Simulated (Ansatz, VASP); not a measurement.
One calculation of W, two programs

```
CELL_PARAMETERS angstrom
-1.59177 1.59177 1.59177
1.59177 -1.59177 1.59177
1.59177 1.59177 -1.59177
ATOMIC_POSITIONS crystal
W 0.00000 0.00000 0.00000
```

Alike in both runs: functional PBE; k mesh 19 × 19 × 19; occupations fermi-dirac, width 0.1 eV; no spin polarisation.

Ansatz relaxed the structure, and its values are those at the end. VASP's run is a single point on that final structure, the one shown.

|  | VASP | Ansatz |
| --- | --- | --- |
| version | VASP 6.6.1 | Ansatz 0.2.0 |
| potentials or method | VASP PAW PBE potentials, release 64 (W_sv) | PAW with Ansatz's default frozen-core files, scalar-relativistic |
| plane-wave cutoff (eV) | 520 | 420 |
| valence electrons in the cell | 14 | 14 |

Ansatz gave:

```
pressure (GPa) : 0.0
```

Question: Which values does VASP return?

Answer: Pressure (GPa): 0.5.

With one functional, cell and mesh, what is left measures potentials, basis and numerics.

Spin-orbit coupling is off throughout.
